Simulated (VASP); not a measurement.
# HfTl2F6 (Fm-3m) in VASP: notebook, part 2 of 3

VASP 6.6.1.

**3. Relaxation of cell and atoms, PBE**

This run uses another cell than the first one, of 19.98 Å³/atom, 0.973 times its volume.

The input, INCAR:

```
PREC     = Accurate       # precision mode
ENCUT    = 600            # plane-wave cutoff, eV
EDIFF    = 1E-6           # SCF threshold, eV
ISMEAR   = -1             # smearing method
SIGMA    = 0.02           # smearing width, eV
LREAL    = False          # projectors in reciprocal space
LASPH    = True           # aspherical terms in the spheres
NELM     = 100            # most SCF steps
ALGO     = Normal         # electronic algorithm
ISIF     = 3              # what is computed and relaxed
LWAVE    = False          # write WAVECAR
LCHARG   = False          # write CHGCAR
GGA      = PE             # functional
IBRION   = 2              # ionic algorithm
NSW      = 80             # ionic steps
EDIFFG   = -0.005         # ionic threshold
```

The input, KPOINTS:

```
Automatic mesh
0
Gamma
  4 4 4
```

The input, POSCAR:

```
HfTl2F6
1.0
    0.0000000000      4.4797724240      4.4797724240
    4.4797724240      0.0000000000      4.4797724240
    4.4797724240      4.4797724240      0.0000000000
Tl Hf F
2 1 6
Direct
    0.2500000000      0.2500000000      0.2500000000
    0.7500000000      0.7500000000      0.7500000000
    0.0000000000      0.0000000000      0.0000000000
    0.2358490566      0.7641509434      0.7641509434
    0.2358490566      0.7641509434      0.2358490566
    0.7641509434      0.2358490566      0.7641509434
    0.7641509434      0.2358490566      0.2358490566
    0.7641509434      0.7641509434      0.2358490566
    0.2358490566      0.2358490566      0.7641509434
```

Potentials or basis: VASP PAW PBE potentials, release 64 (Tl_d, Hf_pv, F).

The run is started by

```sh
$ cat potpaw_PBE.64/Tl_d/POTCAR potpaw_PBE.64/Hf_pv/POTCAR potpaw_PBE.64/F/POTCAR > POTCAR
$ mpirun -np 1 vasp_std > vasp.out
```

OUTCAR:

```text
PREC = Accurate
   ENCUT = 600
   EDIFF = 1E-6
   ISMEAR = -1
   LREAL = False
   LASPH = True
   NELM = 100
   ISIF = 3
   GGA = PE
   IBRION = 2
   NSW = 80
   EDIFFG = -0.005

 ion  position               nearest neighbor table
   1  0.250  0.250  0.250-   3 3.88   3 3.88   3 3.88   3 3.88
   2  0.750  0.750  0.750-   3 3.88   3 3.88   3 3.88   3 3.88
   3  0.000  0.000  0.000-   4 2.11   5 2.11   6 2.11   7 2.11   8 2.11   9 2.11   2 3.88   2 3.88
                             1 3.88   2 3.88   2 3.88   1 3.88   1 3.88   1 3.88
   4  0.236  0.764  0.764-   3 2.11
   5  0.236  0.764  0.236-   3 2.11
   6  0.764  0.236  0.764-   3 2.11
   7  0.764  0.236  0.236-   3 2.11
   8  0.764  0.764  0.236-   3 2.11
   9  0.236  0.236  0.764-   3 2.11

  LATTYP: Found a face centered cubic cell.
 ALAT       =     8.9595448480

  Lattice vectors:

 A1 = (   0.0000000000,   4.4797724240,   4.4797724240)
 A2 = (   4.4797724240,   0.0000000000,   4.4797724240)
 A3 = (   4.4797724240,   4.4797724240,   0.0000000000)

Analysis of symmetry for initial positions (statically):
=====================================================================
 Subroutine PRICEL returns:
 Original cell was already a primitive cell.

 Routine SETGRP: Setting up the symmetry group for a
 face centered cubic supercell.

 Subroutine GETGRP returns: Found 48 space group operations
 (whereof 48 operations were pure point group operations)
 out of a pool of 48 trial point group operations.

The static configuration has the point symmetry O_h .

Analysis of symmetry for dynamics (positions and initial velocities):
=====================================================================
 Subroutine PRICEL returns:
 Original cell was already a primitive cell.

 Routine SETGRP: Setting up the symmetry group for a
 face centered cubic supercell.

 Subroutine GETGRP returns: Found 48 space group operations
 (whereof 48 operations were pure point group operations)
 out of a pool of 48 trial point group operations.

The dynamic configuration has the point symmetry O_h .

 Subroutine INISYM returns: Found 48 space group operations
 (whereof 48 operations are pure point group operations),
 and found     1 'primitive' translations

----------------------------------------------------------------------------------------

                                     Primitive cell

  volume of cell :     179.8034

  direct lattice vectors                    reciprocal lattice vectors
     0.000000000  4.479772424  4.479772424    -0.111612813  0.111612813  0.111612813
     4.479772424  0.000000000  4.479772424     0.111612813 -0.111612813  0.111612813
     4.479772424  4.479772424  0.000000000     0.111612813  0.111612813 -0.111612813

  length of vectors
     6.335354918  6.335354918  6.335354918     0.193319062  0.193319062  0.193319062

  position of ions in fractional coordinates (direct lattice)
     0.250000000  0.250000000  0.250000000
     0.750000000  0.750000000  0.750000000
     0.000000000  0.000000000  0.000000000
     0.235849057  0.764150943  0.764150943
     0.235849057  0.764150943  0.235849057
     0.764150943  0.235849057  0.764150943
     0.764150943  0.235849057  0.235849057
     0.764150943  0.764150943  0.235849057
     0.235849057  0.235849057  0.764150943

  ion indices of the primitive-cell ions
   primitive index   ion index
[... 40 lines left out ...]
  0.500000  0.000000  0.000000      4.000000
  0.250000  0.250000  0.000000      6.000000
  0.500000  0.250000  0.000000     24.000000
 -0.250000  0.250000  0.000000     12.000000
  0.500000  0.500000  0.000000      3.000000
 -0.250000  0.500000  0.250000      6.000000
   k-points           NKPTS =      8   k-points in BZ     NKDIM =      8   number of bands    NBANDS=     46
   number of dos      NEDOS =    301   number of ions     NIONS =      9
   total plane-waves  NPLWV = 157464
   dimension x,y,z NGX =    54 NGY =   54 NGZ =   54
   dimension x,y,z NGXF=   108 NGYF=  108 NGZF=  108
   ions per type =               2   1   6
   NGX,Y,Z   is equivalent  to a cutoff of  14.17, 14.17, 14.17 a.u.
   NGXF,Y,Z  is equivalent  to a cutoff of  28.34, 28.34, 28.34 a.u.
 SYSTEM =  unknown system
   PREC   = accura    normal or accurate (medium, high low for compatibility)
   ISTART =      0    job   : 0-new  1-cont  2-samecut
   ICHARG =      2    charge: 1-file 2-atom 10-const
   ISPIN  =      1    spin polarized calculation?
   LNONCOLLINEAR =      F non collinear calculations
   LSORBIT =      F    spin-orbit coupling
   LASPH  =      T    aspherical Exc in radial PAW
   ENCUT  =  600.0 eV  44.10 Ry    6.64 a.u.  12.65 12.65 12.65*2*pi/ulx,y,z
   NELM   =    100;   NELMIN=  2; NELMDL= -5     # of ELM steps
   EDIFF  = 0.1E-05   stopping-criterion for ELM
   LREAL  =      F    real-space projection
   EDIFFG = -.5E-02   stopping-criterion for IOM
   NSW    =     80    number of steps for IOM
   IBRION =      2    ionic relax: 0-MD 1-quasi-New 2-CG
   NFREE  =      1    steps in history (QN), initial steepest desc. (CG)
   ISIF   =      3    stress and relaxation
   ISYM   =      2    0-nonsym 1-usesym 2-fastsym
   POTIM  = 0.5000    time-step for ionic-motion
   TEBEG  =    0.0;   TEEND  =   0.0 temperature during run
   PSTRESS=    0.0 pullay stress
   NELECT =      78.0000    total number of electrons
   NUPDOWN=      -1.0000    fix difference up-down
   EMIN   =  10.00;   EMAX   =-10.00  energy-range for DOS
   EFERMI =   0.00;   METHOD = LEGACY
   ISMEAR =    -1;   SIGMA  =   0.02  broadening in eV -4-tet -1-fermi 0-gaus
   EFERMI_NEDOS =   21; number of points for ismear=-14 and -15
   IALGO  =     38    algorithm
   IMIX   =      4    mixing-type and parameters
     AMIX     =   0.40;   BMIX     =  1.00
     AMIX_MAG =   1.60;   BMIX_MAG =  1.00
  volume/ion in A,a.u.               =      19.98       134.82
  Fermi-wavevector in a.u.,A,eV,Ry     =   1.239292  2.341923 20.896445  1.535845
  Thomas-Fermi vector in A             =   2.373782
   LORBIT       =      0    0 simple, 1 ext, 2 COOP (PROOUT), +10 PAW based schemes
   GGA     = PE    functional components
   LHFCALC =     F    Hartree Fock is set to
   AEXX    =    0.0000 exact exchange contribution
   IVDW    =     0    specifies the selected vdW correction
   LEPSILON=     F    determine dielectric tensor
   LRPA    =     F    only Hartree local field effects (RPA)
 conjugate gradient relaxation of ions
 non-spin polarized calculation
  energy-cutoff  :      600.00
  volume of cell :      179.80
 maximum number of plane-waves:      6018
 NGX is ok and might be reduce to    54
   NGX = 25   NGY = 25   NGZ = 25

--------------------------------------- Ionic step        1  -------------------------------------------

 number of electron      78.0000024 magnetization

 Free energy of the ion-electron system (eV)
  ---------------------------------------------------
  ext. energy  EPLUGINS =         0.00000000
  ---------------------------------------------------
  free energy    TOTEN  =       -51.08640770 eV

  energy without entropy =      -51.08640770  energy(sigma->0) =      -51.08640770

------------------------ aborting loop because EDIFF is reached ----------------------------------------

  FORCE on cell =-STRESS in cart. coord.  units (eV):
  Direction    XX          YY          ZZ          XY          YZ          ZX
  --------------------------------------------------------------------------------------
  -------------------------------------------------------------------------------------
  Total       -7.2928346     -7.2928346     -7.2928346     -0.0000000      0.0000000     -0.0000000
  in kB      -64.9843971    -64.9843971    -64.9843971     -0.0000000      0.0000000     -0.0000000
  external PRESSURE =     -64.9843971 kB  Pullay stress =       0.0000000 kB
[... 110 lines left out ...]
  FREE ENERGIE OF THE ION-ELECTRON SYSTEM (eV)
  ---------------------------------------------------
  free  energy   TOTEN  =       -51.6845387873 eV

  energy  without entropy=      -51.6845387873  energy(sigma->0) =      -51.68453879

[... ionic steps 4 to 11 ...]

--------------------------------------- Ionic step       12  -------------------------------------------

 number of electron      77.9999995 magnetization

------------------------ aborting loop because EDIFF is reached ----------------------------------------
[... 81 lines left out ...]
--------------------------------------- Ionic step       14  -------------------------------------------

 number of electron      77.9999996 magnetization

 Free energy of the ion-electron system (eV)
  ---------------------------------------------------
  ext. energy  EPLUGINS =         0.00000000
  ---------------------------------------------------
  free energy    TOTEN  =       -51.74530133 eV

  energy without entropy =      -51.74530133  energy(sigma->0) =      -51.74530133

 E-fermi :  -1.1266     XC(G=0):  -8.4737

 val. band max:       -1.6089701251   @ k =   0.5000   0.5000   0.0000
 cond. band min:       3.3432605436   @ k =   0.5000   0.5000   0.0000
 fundamental gap:      4.9522306687
 Fermi energy:        -1.1265798071

 k-point     1 :       0.0000    0.0000    0.0000
  band No.  band energies     occupation
      1     -29.9509      2.00000
      2     -29.9509      2.00000
      3     -29.9509      2.00000
      4     -21.9743      2.00000
      5     -21.7664      2.00000
      6     -21.7664      2.00000
[... 417 lines left out ...]
  FREE ENERGIE OF THE ION-ELECTRON SYSTEM (eV)
  ---------------------------------------------------
  free  energy   TOTEN  =       -51.7453013312 eV

  energy  without entropy=      -51.7453013312  energy(sigma->0) =      -51.74530133

 reached required accuracy - stopping structural energy minimisation
```

It took 10 min on 1 thread of Intel Xeon 6975P-C (Granite Rapids), shared host; peak memory 0.46 GiB.

Results:

```yaml
Free_energy: -51.7453 eV
Relaxed_volume: 20.14 Å³/atom
Relaxed_cell: a = 6.353 Å, b = 6.353 Å, c = 6.353 Å, α = 60.00°, β = 60.00°, γ = 60.00°
Space_group_after_relaxing_to_0.05_Å: Fm-3m (No. 225)
Energy_gained_by_relaxing: 73.2 meV/atom
Ionic_steps: 14
Pressure_after_relaxing: 0.0 GPa
Band_gap_on_the_k_mesh: 4.95 eV, direct
```

Step by step:
| step | energy change (eV) | largest force (eV/Å) | pressure (GPa) | volume (Å³) |
| --- | --- | --- | --- | --- |
| 1 | 0.0000 | 1.8946 | -6.50 | 179.80 |
| 2 | -0.2347 | 1.5970 | 8.49 | 159.53 |
| 3 | -0.5981 | 0.2165 | 0.62 | 167.67 |
| 4 | -0.5983 | 0.1731 | 0.82 | 167.43 |
| 5 | -0.6154 | 0.1307 | 0.71 | 169.31 |
| 6 | -0.6485 | 0.0018 | 0.57 | 175.05 |
| 7 | -0.6409 | 0.2940 | 0.57 | 186.91 |
| 8 | -0.6561 | 0.1429 | 0.55 | 180.42 |
| 9 | -0.6322 | 0.3871 | -1.64 | 186.27 |
| 10 | -0.6588 | 0.0080 | -0.02 | 181.83 |
| 11 | -0.6588 | 0.0111 | -0.01 | 181.80 |
| 12 | -0.6589 | 0.0075 | -0.01 | 181.62 |
| 13 | -0.6589 | 0.0051 | 0.00 | 181.08 |
| 14 | -0.6589 | 0.0009 | 0.00 | 181.28 |

Final structure:
```yaml
crystal:
  lattice:
    - [0.00000, 4.49198, 4.49198]
    - [4.49198, 0.00000, 4.49198]
    - [4.49198, 4.49198, 0.00000]
  atoms:
    - { symbol: Tl, position: [0.25000, 0.25000, 0.25000] }
    - { symbol: Tl, position: [0.75000, 0.75000, 0.75000] }
    - { symbol: Hf, position: [0.00000, 0.00000, 0.00000] }
    - { symbol: F, position: [0.22340, 0.77660, 0.77660] }
    - { symbol: F, position: [0.22340, 0.77660, 0.22340] }
    - { symbol: F, position: [0.77660, 0.22340, 0.77660] }
    - { symbol: F, position: [0.77660, 0.22340, 0.22340] }
    - { symbol: F, position: [0.77660, 0.77660, 0.22340] }
    - { symbol: F, position: [0.22340, 0.22340, 0.77660] }
```

Caveat: spin-orbit coupling is left out, which moves the levels of the heavy elements. A hybrid or GW would open this gap; PBE tends to underestimate it.

(Continued in part 3 of 3.)
